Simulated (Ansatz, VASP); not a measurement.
**One calculation of Si3N4, two programs**

```
Si N
1.0
    -2.55033    2.55033    4.17697
     2.55033   -2.55033    4.17697
     2.55033    2.55033   -4.17697
Si N
6 8
Direct
  0.00000 0.00000 0.00000
  0.75000 0.25000 0.50000
  0.87500 0.62500 0.25000
  0.37500 0.62500 0.25000
  0.37500 0.62500 0.75000
  0.37500 0.12500 0.75000
  0.60610 0.38390 0.22220
  0.13390 0.41170 0.27780
  0.16170 0.38390 0.77780
  0.13390 0.85610 0.72220
  0.14390 0.86610 0.27780
  0.61610 0.39390 0.77780
  0.58830 0.86610 0.72220
  0.61610 0.83830 0.22220
```

Alike in both runs: task relaxation of cell and atoms; functional PBE; k mesh 6 × 6 × 6; occupations gaussian, width 0.1 eV; no spin polarisation.

|  | VASP | Ansatz |
| --- | --- | --- |
| version | VASP 6.6.1 | Ansatz 0.2.0 |
| potentials or method | VASP PAW PBE potentials, release 64 (Si, N), cutoff 600 eV | scalar-relativistic, plane waves, PAW |
| valence electrons in the cell | 64 | 64 |

|  | VASP | Ansatz | Ansatz less VASP |
| --- | --- | --- | --- |
| gap on the k mesh at the Fermi level, each at its own relaxed structure (eV) | 3.33 | 3.34 | +0.012 |
| relaxed volume (Å³/atom) | 8.43 | 8.44 | +0.002 |
| relaxed cell length with the largest relative difference (Å) | 5.508 | 5.508 | -0.0001 |
